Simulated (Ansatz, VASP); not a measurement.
## One calculation of CdCo2, two programs

```
CELL_PARAMETERS angstrom
0.00000 3.53842 3.53842
3.53842 0.00000 3.53842
3.53842 3.53842 0.00000
ATOMIC_POSITIONS crystal
Cd 0.00000 0.00000 0.00000
Cd 0.25000 0.25000 0.25000
Co 0.62500 0.62500 0.62500
Co 0.12500 0.62500 0.62500
Co 0.62500 0.62500 0.12500
Co 0.62500 0.12500 0.62500
```

Alike in both runs: task relaxation of cell and atoms; functional PBE; k mesh 4 × 4 × 4; occupations gaussian, width 0.1 eV; collinear spin.

|  | VASP | Ansatz |
| --- | --- | --- |
| version | VASP 6.6.1 | Ansatz 0.2.0 |
| potentials or method | VASP PAW PBE potentials, release 64 (Cd, Co), cutoff 600 eV | scalar-relativistic, plane waves, PAW |
| valence electrons in the cell | 60 | 108 |

```tsv
	VASP	Ansatz	Ansatz less VASP
gap on the k mesh at the Fermi level, each at its own relaxed structure (eV)	none	none	-
net moment per atom (μB)	0.91	0.91	0.000
size of the moment on the site where the two differ most (μB)	1.45	1.48	+0.031
relaxed volume (Å³/atom)	13.87	13.88	+0.009
relaxed cell length with the largest relative difference (Å)	4.901	4.902	+0.0011
```

Site moments also hang on the region over which each program counts them. A gap of «none» marks a metal or a gap that the smearing closes. VASP's potentials hold 60 valence electrons a cell and Ansatz's 108, so a difference there can come from the potentials and not from the codes.

The k mesh is coarse, so the values compare programs but aren't converged.
